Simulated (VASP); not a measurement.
# In (P6_3/mmc) in VASP: notebook, part 2 of 3

VASP 6.6.1. The steps go on from the part before.

## Step 3: Single point, LDA (strained)

Contents of INCAR:

```
SYSTEM = In
PREC = Accurate ; ENCUT = 520
EDIFF = 1E-6 ; ISMEAR = 0
SIGMA = 0.1 ; LREAL = .FALSE.
LASPH = .TRUE. ; NELM = 100
ALGO = Fast ; ISIF = 2
LWAVE = .FALSE. ; LCHARG = .FALSE.
NBANDS = 34
```

Contents of KPOINTS:

```
Automatic mesh
0
G
  15 15 4
  0 0 0
```

Contents of POSCAR:

```
In
1.0
    3.4587042599      0.0000000000      0.0000000000
   -1.7293521300      2.9953257533      0.0000000000
    0.0000000000      0.0000000000     11.2662557612
In
4
Direct
    0.0000000000      0.0000000000      0.0000000000
    0.3333333300      0.6666666700      0.2500000000
    0.0000000000      0.0000000000      0.5000000000
    0.6666666700      0.3333333300      0.7500000000
```

Potentials or basis: VASP PAW LDA potentials, release 64 (In_d).

On the command line:

```
$ cat potpaw_LDA.64/In_d/POTCAR > POTCAR
$ mpirun -np 1 vasp_std > vasp.out
```

OUTCAR:

```text
SYSTEM = In
   PREC = Accurate
   ENCUT = 520
   EDIFF = 1E-6
   ISMEAR = 0
   LREAL = .FALSE.
   LASPH = .TRUE.
   NELM = 100
   ISIF = 2

 ion  position               nearest neighbor table
   1  0.000  0.000  0.000-   2 3.45   4 3.45   4 3.45   2 3.45   4 3.45   2 3.45
   2  0.333  0.667  0.250-   1 3.45   3 3.45   1 3.45   3 3.45   1 3.45   3 3.45
   3  0.000  0.000  0.500-   2 3.45   4 3.45   4 3.45   2 3.45   4 3.45   2 3.45
   4  0.667  0.333  0.750-   1 3.45   3 3.45   1 3.45   3 3.45   1 3.45   3 3.45

  LATTYP: Found a hexagonal cell.
 ALAT       =     3.4587042599
 C/A-ratio  =     3.2573631379

  Lattice vectors:

 A1 = (   3.4587042599,   0.0000000000,   0.0000000000)
 A2 = (  -1.7293521300,   2.9953257533,   0.0000000000)
 A3 = (   0.0000000000,   0.0000000000,  11.2662557612)

Analysis of symmetry for initial positions (statically):
=====================================================================
 Subroutine PRICEL returns:
 Original cell was already a primitive cell.

 Routine SETGRP: Setting up the symmetry group for a
 hexagonal supercell.

 Subroutine GETGRP returns: Found 24 space group operations
 (whereof 12 operations were pure point group operations)
 out of a pool of 24 trial point group operations.

The static configuration has the point symmetry D_3d.
 The point group associated with its full space group is D_6h.

Analysis of symmetry for dynamics (positions and initial velocities):
=====================================================================
 Subroutine PRICEL returns:
 Original cell was already a primitive cell.

 Routine SETGRP: Setting up the symmetry group for a
 hexagonal supercell.

 Subroutine GETGRP returns: Found 24 space group operations
 (whereof 12 operations were pure point group operations)
 out of a pool of 24 trial point group operations.

The dynamic configuration has the point symmetry D_3d.
 The point group associated with its full space group is D_6h.

 Subroutine INISYM returns: Found 24 space group operations
 (whereof 12 operations are pure point group operations),
 and found     1 'primitive' translations

----------------------------------------------------------------------------------------

                                     Primitive cell

  volume of cell :     116.7178

  direct lattice vectors                    reciprocal lattice vectors
     3.458704260  0.000000000  0.000000000     0.289125616  0.166926752  0.000000000
    -1.729352130  2.995325753  0.000000000     0.000000000  0.333853505  0.000000000
     0.000000000  0.000000000 11.266255761     0.000000000  0.000000000  0.088760634

  length of vectors
     3.458704260  3.458704260 11.266255761     0.333853505  0.333853505  0.088760634

  position of ions in fractional coordinates (direct lattice)
     0.000000000  0.000000000  0.000000000
     0.333333330  0.666666670  0.250000000
     0.000000000  0.000000000  0.500000000
     0.666666670  0.333333330  0.750000000

  ion indices of the primitive-cell ions
   primitive index   ion index
                 1           1
                 2           2
                 3           3
                 4           4

----------------------------------------------------------------------------------------

 KPOINTS: Automatic mesh

Automatic generation of k-mesh.
 Grid dimensions read from file:
 generate k-points for:   15   15    4
[... 23 lines left out ...]
  0.133333  0.000000  0.000000      6.000000
  0.200000 -0.000000  0.000000      6.000000
  0.266667  0.000000  0.000000      6.000000
  0.333333  0.000000  0.000000      6.000000
[... 16 lines left out ...]
  0.333333  0.200000  0.000000     12.000000
  0.400000  0.200000  0.000000      6.000000
 [... further k-points ...]
   k-points           NKPTS =     81   k-points in BZ     NKDIM =     81   number of bands    NBANDS=     34
   number of dos      NEDOS =    301   number of ions     NIONS =      4
   total plane-waves  NPLWV =  65856
   dimension x,y,z NGX =    28 NGY =   28 NGZ =   84
   dimension x,y,z NGXF=    56 NGYF=   56 NGZF=  168
   ions per type =               4
   NGX,Y,Z   is equivalent  to a cutoff of  13.46, 13.46, 12.40 a.u.
   NGXF,Y,Z  is equivalent  to a cutoff of  26.92, 26.92, 24.79 a.u.
 SYSTEM =  In
   PREC   = accura    normal or accurate (medium, high low for compatibility)
   ISTART =      0    job   : 0-new  1-cont  2-samecut
   ICHARG =      2    charge: 1-file 2-atom 10-const
   ISPIN  =      1    spin polarized calculation?
   LNONCOLLINEAR =      F non collinear calculations
   LSORBIT =      F    spin-orbit coupling
   LASPH  =      T    aspherical Exc in radial PAW
   ENCUT  =  520.0 eV  38.22 Ry    6.18 a.u.   6.43  6.43 20.95*2*pi/ulx,y,z
   NELM   =    100;   NELMIN=  2; NELMDL= -5     # of ELM steps
   EDIFF  = 0.1E-05   stopping-criterion for ELM
   LREAL  =      F    real-space projection
   EDIFFG = 0.1E-04   stopping-criterion for IOM
   NSW    =      0    number of steps for IOM
   IBRION =     -1    ionic relax: 0-MD 1-quasi-New 2-CG
   NFREE  =      0    steps in history (QN), initial steepest desc. (CG)
   ISIF   =      2    stress and relaxation
   ISYM   =      2    0-nonsym 1-usesym 2-fastsym
   POTIM  = 0.5000    time-step for ionic-motion
   TEBEG  =    0.0;   TEEND  =   0.0 temperature during run
   PSTRESS=    0.0 pullay stress
   NELECT =      52.0000    total number of electrons
   NUPDOWN=      -1.0000    fix difference up-down
   EMIN   =  10.00;   EMAX   =-10.00  energy-range for DOS
   EFERMI =   0.00;   METHOD = LEGACY
   ISMEAR =     0;   SIGMA  =   0.10  broadening in eV -4-tet -1-fermi 0-gaus
   EFERMI_NEDOS =   21; number of points for ismear=-14 and -15
   IALGO  =     68    algorithm
   IMIX   =      4    mixing-type and parameters
     AMIX     =   0.40;   BMIX     =  1.00
     AMIX_MAG =   1.60;   BMIX_MAG =  1.00
  volume/ion in A,a.u.               =      29.18       196.91
  Fermi-wavevector in a.u.,A,eV,Ry     =   1.250346  2.362812 21.270878  1.563365
  Thomas-Fermi vector in A             =   2.384345
   LORBIT       =      0    0 simple, 1 ext, 2 COOP (PROOUT), +10 PAW based schemes
   GGA     = CA    functional components
   LHFCALC =     F    Hartree Fock is set to
   AEXX    =    0.0000 exact exchange contribution
   IVDW    =     0    specifies the selected vdW correction
   LEPSILON=     F    determine dielectric tensor
   LRPA    =     F    only Hartree local field effects (RPA)
 non-spin polarized calculation
 RMM-DIIS sequential band-by-band and
 Gauss-broadening in eV      SIGMA  =   0.10
  energy-cutoff  :      520.00
  volume of cell :      116.72
 maximum number of plane-waves:      3180
 NGX is ok and might be reduce to    28
   NGX = 13   NGY = 13   NGZ = 41

 number of electron      52.0000012 magnetization

 Free energy of the ion-electron system (eV)
  ---------------------------------------------------
  ext. energy  EPLUGINS =         0.00000000
  ---------------------------------------------------
  free energy    TOTEN  =       -12.50179640 eV

  energy without entropy =      -12.49203195  energy(sigma->0) =      -12.49691418

 E-fermi :   6.0065     XC(G=0): -10.0182

 val. band max:        5.9985929763   @ k =   0.4000   0.2000   0.0000
 cond. band min:       6.0100596002   @ k =   0.3333   0.0667   0.0000
 fundamental gap:      0.0114666239
 Fermi energy:         6.0065075386

 k-point     1 :       0.0000    0.0000    0.0000
  band No.  band energies     occupation
      1      -8.4503      2.00000
      2      -8.4318      2.00000
      3      -8.4153      2.00000
      4      -8.4148      2.00000
      5      -8.4148      2.00000
      6      -8.4089      2.00000
[... 877 lines left out ...]
     33       9.1891      0.00000
     34      10.4365      0.00000

 [... further k-points ...]

------------------------ aborting loop because EDIFF is reached ----------------------------------------

  FORCE on cell =-STRESS in cart. coord.  units (eV):
  Direction    XX          YY          ZZ          XY          YZ          ZX
  --------------------------------------------------------------------------------------
  -------------------------------------------------------------------------------------
  Total       -3.9961712     -3.9961712     -3.8636955      0.0000000      0.0000000     -0.0000000
  in kB      -54.8551705    -54.8551705    -53.0366861      0.0000000      0.0000000     -0.0000000
  external PRESSURE =     -54.2490090 kB  Pullay stress =       0.0000000 kB

 VOLUME and BASIS-vectors are now :
 -----------------------------------------------------------------------------
  energy-cutoff  :      520.00
  volume of cell :      116.72
      direct lattice vectors                 reciprocal lattice vectors
     3.458704260  0.000000000  0.000000000     0.289125616  0.166926752  0.000000000
    -1.729352130  2.995325753  0.000000000     0.000000000  0.333853505  0.000000000
     0.000000000  0.000000000 11.266255761     0.000000000  0.000000000  0.088760634

 POSITION                                       TOTAL-FORCE (eV/Angst)
 -----------------------------------------------------------------------------------
      0.00000      0.00000      0.00000         0.000000      0.000000     -0.000000
     -0.00000      1.99688      2.81656        -0.000000      0.000000      0.000000
      0.00000      0.00000      5.63313         0.000000      0.000000     -0.000000
      1.72935      0.99844      8.44969         0.000000     -0.000000      0.000000
 -----------------------------------------------------------------------------------
    total drift:                                0.000000      0.000000      0.000000

  FREE ENERGIE OF THE ION-ELECTRON SYSTEM (eV)
  ---------------------------------------------------
  free  energy   TOTEN  =       -12.5017963978 eV

  energy  without entropy=      -12.4920319523  energy(sigma->0) =      -12.49691418
```

OSZICAR:

```text
N       E                     dE             d eps       ncg     rms          rms(c)
DAV:   1     0.499561662668E+03    0.49956E+03   -0.24837E+04  5508   0.205E+03
DAV:   2     0.384841399496E+02   -0.46108E+03   -0.45355E+03  5516   0.473E+02
DAV:   3    -0.104201207091E+02   -0.48904E+02   -0.48270E+02  6348   0.180E+02
DAV:   4    -0.124949086767E+02   -0.20748E+01   -0.20676E+01  6578   0.414E+01
DAV:   5    -0.126084798125E+02   -0.11357E+00   -0.11356E+00  8960   0.737E+00    0.377E+00
RMM:   6    -0.125220992702E+02    0.86381E-01   -0.15801E-01  6055   0.425E+00    0.198E+00
RMM:   7    -0.125023650553E+02    0.19734E-01   -0.70422E-02  6077   0.211E+00    0.342E-01
RMM:   8    -0.125013429352E+02    0.10221E-02   -0.11806E-02  7107   0.150E+00    0.804E-02
RMM:   9    -0.125016623108E+02   -0.31938E-03   -0.38623E-03  7573   0.437E-01    0.899E-02
RMM:  10    -0.125016983405E+02   -0.36030E-04   -0.15701E-03  6690   0.535E-01    0.572E-02
RMM:  11    -0.125017730723E+02   -0.74732E-04   -0.10588E-03  8420   0.215E-01    0.498E-02
RMM:  12    -0.125017992892E+02   -0.26217E-04   -0.22982E-04  8609   0.965E-02    0.872E-02
RMM:  13    -0.125017988502E+02    0.43898E-06   -0.42231E-05  8143   0.410E-02    0.812E-02
RMM:  14    -0.125017972929E+02    0.15573E-05   -0.40839E-05  6158   0.683E-02    0.398E-02
RMM:  15    -0.125017961125E+02    0.11804E-05   -0.83552E-06  6498   0.371E-02    0.368E-02
RMM:  16    -0.125017963978E+02   -0.28532E-06   -0.30847E-06  3804   0.113E-02
   1 F= -.12501796E+02 E0= -.12496914E+02  d E =-.976445E-02
```

Run time: 3.8 min. Hardware: 1 thread of AMD EPYC 9R45 (Zen 5), shared host; peak memory 0.31 GiB.

Results:

- Free energy: -12.5018 eV
- Pressure: -5.4 GPa
- Band gap on the k mesh: zero (bands 26 and 27 overlap by 4.29 eV)

Stress tensor (GPa, compression positive):
```
-5.49  0.00  0.00
 0.00 -5.49  0.00
 0.00  0.00 -5.30
```

Caveat: the cell differs from its parent crystal (strained); the cell stands under tension; spin-orbit coupling is left out, which moves the levels of the heavy elements.

(Part 2 of 3 ends here.)

The gap in the log of VASP goes by the Fermi energy; the results here count the filled bands.